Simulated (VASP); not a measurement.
Here is a VASP 6.6.1 calculation.

File INCAR:

```
PREC = Accurate
ENCUT = 520
EDIFF = 1E-6
ISMEAR = -1
SIGMA = 0.05
LREAL = Auto
LASPH = True
NELM = 100
ALGO = Normal
ISIF = 2
LWAVE = False
LCHARG = True
GGA = PS
LELF = True
LVHAR = True
NBANDS = 75
```

Contents of KPOINTS:

```
regular mesh
0
Gamma
  2 2 1
```

Contents of POSCAR:

```
GeH12C20
1.0
    5.0487420000      0.0000000000      0.0000000000
    0.0000000000      5.0487420000      0.0000000000
    0.0000000000      0.0000000000     19.1647000000
H C Ge
12 20 1
Direct
    0.4277897346      0.0000000000      0.0521792671
    0.0722160095      0.0000000000      0.0521792671
    0.9277954786      0.0000000000      0.0521792671
    0.5722217535      0.0000000000      0.0521792671
    0.4277897346      0.5000057440      0.0521792671
    0.0722160095      0.5000057440      0.0521792671
    0.9277954786      0.5000057440      0.0521792671
    0.5722217535      0.5000057440      0.0521792671
    1.2843793563      0.4030508986      0.3778196371
    0.9047006165      0.7162576341      0.3689335080
    0.8135888108      0.2289679290      0.3862361529
    1.0060922107      0.4877056502      0.4814007002
    0.2500028720      0.0000000000      0.0852974479
    0.7500086160      0.0000000000      0.0852974479
    0.2500028720      0.5000057440      0.0852974479
    0.7500086160      0.5000057440      0.0852974479
    0.2500028720      0.2500028720      0.1318674438
    0.7500086160      0.2500028720      0.1318674438
    0.2500028720      0.7500086160      0.1318674438
    0.7500086160      0.7500086160      0.1318674438
    0.0000792277      0.2563014707      0.1774199440
    0.5000255509      0.2564401191      0.1774460336
    0.0000396138      0.7359060930      0.1791418598
    0.4999859371      0.7359655138      0.1791418598
    0.0000792277      0.0098440364      0.2274285535
    0.4999661302      0.0099034571      0.2274076818
   -0.0000792277      0.5075323714      0.2332935032
    0.5002236201      0.5078294751      0.2334396051
    0.2502801688      0.1128201837      0.2623677908
    0.7497115123      0.1136520741      0.2619242670
    0.2504584310      0.3808077339      0.2670013097
    0.7496520916      0.3821149902      0.2669804380
    1.0016356550      0.4539150545      0.4005489259
```

Potentials or basis: VASP PAW PBE potentials, release 64 (H, C, Ge_d).

Command:

```bash
$ cat potpaw_PBE.64/H/POTCAR potpaw_PBE.64/C/POTCAR potpaw_PBE.64/Ge_d/POTCAR > POTCAR
$ mpirun -np 1 vasp_std > vasp.out
```

Task: Estimate the largest force.

Result: 8.939 eV/Å.

Task: What does it give for the band gap on the k mesh?

Result: 0.93 eV.

Forces in eV/Å, atoms in the order of the input:
```
H   -8.935 -0.072  0.060
H    8.938 -0.070  0.059
H   -8.936 -0.068  0.062
H    8.932 -0.071  0.061
H   -8.927  0.050  0.005
H    8.929  0.050  0.004
H   -8.931  0.051  0.002
H    8.930  0.051  0.004
H    0.100  0.129  0.203
H   -0.055 -0.085 -0.016
H    0.128 -0.105  0.217
H    0.009  0.180 -0.060
C    0.003  0.051  1.663
C   -0.005  0.051  1.677
C   -0.002 -0.114  0.904
C    0.001 -0.114  0.889
C   -0.006  0.849 -1.667
C    0.013  0.927 -1.672
C    0.006 -1.265 -0.064
C   -0.004 -1.283 -0.065
C   -0.001 -0.559 -1.800
C   -0.016 -0.579 -1.822
C   -0.003  3.378  3.410
C    0.001  3.381  3.410
C    0.026  1.788 -0.442
C   -0.045  1.795 -0.520
C   -0.014 -5.254 -1.536
C   -0.007 -5.179 -1.450
C   -0.005 -2.018 -0.071
C   -0.045 -1.764 -0.141
C    0.045  2.659 -1.542
C   -0.104  2.676 -1.585
Ge  -0.022  0.534  1.821
```

Caveat: the k points lie up to 0.62 Å⁻¹ apart; the PAW data sets were made with another functional, which shifts forces and pressure a little.
